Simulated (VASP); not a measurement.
Here is a VASP 6.6.1 calculation.

Contents of INCAR:

```
PREC     = Accurate       # precision mode
ENCUT    = 520            # plane-wave cutoff, eV
EDIFF    = 1E-6           # SCF threshold, eV
ISMEAR   = -1             # smearing method
SIGMA    = 0.1            # smearing width, eV
LREAL    = False          # projectors in reciprocal space
LASPH    = True           # aspherical terms in the spheres
NELM     = 60             # most SCF steps
ALGO     = Normal         # electronic algorithm
ISIF     = 2              # what is computed and relaxed
LWAVE    = False          # write WAVECAR
LCHARG   = False          # write CHGCAR
GGA      = CA             # functional
NBANDS   = 14             # bands
```

File KPOINTS:

```
regular mesh
0
Gamma
  14 14 14
```

POSCAR

```
Bi
1.0
    0.0000000000      1.8080247508      1.8080247508
    1.8080247508      0.0000000000      1.8080247508
    1.8080247508      1.8080247508      0.0000000000
Bi
1
Direct
    0.0000000000      0.0000000000      0.0000000000
```

Potentials or basis: VASP PAW LDA potentials, release 64 (Bi_d).

Command:

```console
$ cat potpaw_LDA.64/Bi_d/POTCAR > POTCAR
$ mpirun -np 1 vasp_std > vasp.out
```

Task: What does it give for the pressure?

Result: 495.2 GPa.
